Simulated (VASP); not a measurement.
Crystal: SiHC.

```
Si H C
1.0
     3.51566    0.00000    0.00000
    -1.75783    3.04465    0.00000
     0.00000    0.00000    3.91047
Si H C
1 1 1
Direct
  0.33333 0.66667 0.50000
  0.66667 0.33333 0.50000
  0.00000 0.00000 0.00000
```

```yaml
Program: VASP 6.6.1
Task: relaxation of cell and atoms
Functional: PBE
Potentials_or_basis: VASP PAW PBE potentials, release 64 (Si, H_h, C_h)
Cutoff: 910 eV
k_mesh: 6 × 6 × 4
Occupations: gaussian, width 0.1 eV
Spin: no spin polarisation
```

At the start: pressure -22.8 GPa; volume 13.95 Å³/atom.

**Question.** How do energy, volume and symmetry change on relaxing?

**Answer.** Over 21 steps the energy falls by 995.1 meV/atom and the volume is 6.93 Å³/atom (-50.4 %); space group P-6m2 (No. 187, to 0.05 Å).

The path:
| step | energy change (eV) | largest force (eV/Å) | pressure (GPa) | volume (Å³) |
| --- | --- | --- | --- | --- |
| 1 | 0.0000 | 0.0000 | -22.84 | 41.86 |
| 2 | -1.5862 | 0.0000 | -22.21 | 30.93 |
| 3 | 2.8996 | 0.0000 | 280.08 | 12.16 |
| 4 | -2.0951 | 0.0000 | -18.72 | 26.98 |
| 5 | -2.1636 | 0.0000 | 29.63 | 18.96 |
| 6 | -2.4154 | 0.0000 | -5.31 | 23.00 |
| 7 | -2.4289 | 0.0000 | 0.11 | 22.07 |
| 8 | -2.7399 | 0.0000 | 9.36 | 20.15 |
| 9 | -2.8136 | 0.0000 | 15.58 | 19.47 |
| 10 | -2.7372 | 0.0000 | 33.54 | 18.09 |
| 11 | -2.8188 | 0.0000 | 19.05 | 19.14 |
| 12 | -2.9815 | 0.0000 | -4.51 | 21.28 |
| 13 | -2.9823 | 0.0000 | -2.39 | 21.02 |
| 14 | -2.9824 | 0.0000 | -2.04 | 20.98 |
| 15 | -2.9549 | 0.0000 | 7.21 | 20.06 |
| 16 | -2.9829 | 0.0000 | -1.46 | 20.92 |
| 17 | -2.9817 | 0.0000 | 2.57 | 20.49 |
| 18 | -2.9842 | 0.0000 | -0.54 | 20.82 |
| 19 | -2.9851 | 0.0000 | 0.98 | 20.65 |
| 20 | -2.9852 | 0.0000 | 0.51 | 20.71 |
| 21 | -2.9854 | 0.0000 | -0.10 | 20.78 |

Final structure:
```xyz
3
Lattice="3.0312 0.0000 0.0000 -1.5156 2.6251 0.0000 0.0000 0.0000 2.6113" Properties=species:S:1:pos:R:3 pbc="T T T"
Si    0.0000    1.7501    1.3056
H     1.5156    0.8750    1.3056
C     3.0312    0.0000    0.0000
```

Caveat: the k points lie up to 0.60 Å⁻¹ apart in the final cell; the cutoff is under 1.25 times the usual one of these potentials, so pressure, stress and relaxed cells hold a basis-set (Pulay) error; the volume moved by over 15 % at a fixed basis, so the end points are rough.
